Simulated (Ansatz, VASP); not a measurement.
## Two plane-wave programs on TiB2

The input POSCAR:

```
TiB2
1.0
    3.0292000000      0.0000000000      0.0000000000
   -1.5146000000      2.6233640000      0.0000000000
    0.0000000000      0.0000000000      3.2284000000
Ti B
1 2
Direct
    0.0000000000      0.0000000000      0.0000000000
    0.3333333333      0.6666666667      0.5000000000
    0.6666666667      0.3333333333      0.5000000000
```

INCAR.step1

```
ALGO = Normal
EDIFF = 1E-5
ENCUT = 550
GGA = PE
GGA_COMPAT = F
ISMEAR = 1
LASPH = T
LCHARG = F
LREAL = F
LWAVE = T
NBANDS = 16
NELM = 120
PREC = Accurate
SIGMA = 0.025
```

INCAR.step2

```
ALGO = Normal
EDIFF = 1E-6
ENCUT = 550
GGA_COMPAT = F
ISIF = 2
ISMEAR = 1
ISTART = 1
LASPH = T
LCHARG = F
LMIXTAU = T
LREAL = F
LWAVE = F
METAGGA = R2SCAN
NBANDS = 16
NELM = 120
PREC = Accurate
SIGMA = 0.025
```

File KPOINTS:

```
k-points
0
Gamma
  10 10 9
```

Input for Ansatz:

```yaml
crystal:
  lattice:
    - [3.0292, 0.0, 0.0]
    - [-1.5146, 2.623364, 0.0]
    - [0.0, 0.0, 3.2284]
  atoms:
    - { symbol: Ti, position: [0.0, 0.0, 0.0] }
    - { symbol: B, position: [0.3333333333333333, 0.6666666666666666, 0.5] }
    - { symbol: B, position: [0.6666666666666666, 0.3333333333333333, 0.5] }
basis:
  ecutwfc: 500.0
kpoints:
  mp_grid:
    grid: [10, 10, 9]
hamiltonian:
  xc: r2scan
  pseudopotentials:
    kind: paw
scf:
  occupations:
    method: cold
    width: 0.025
output:
  forces: true
  stress: true
```

Alike in both runs: task single point; functional r2SCAN; k mesh 10 × 10 × 9; no spin polarisation.

|  | VASP | Ansatz |
| --- | --- | --- |
| version | VASP 6.6.1 | Ansatz 0.2.0 |
| potentials or method | VASP PAW PBE potentials, release 64 (Ti_sv, B), cutoff 550 eV | plane waves, PAW |
| occupations | methfessel-paxton of order 1, width 0.025 eV | cold, width 0.025 eV |
| valence electrons in the cell | 18 | 18 |

Ansatz gave:

- pressure (GPa): -1.2
- traceless stress, the component that is largest in VASP (GPa): 0.31

**Question.** Estimate VASP's values.

**Answer.** Pressure (GPa): -0.4; traceless stress, the component that is largest in VASP (GPa): 0.39.

VASP's potentials were made for PBE, not for r2SCAN.
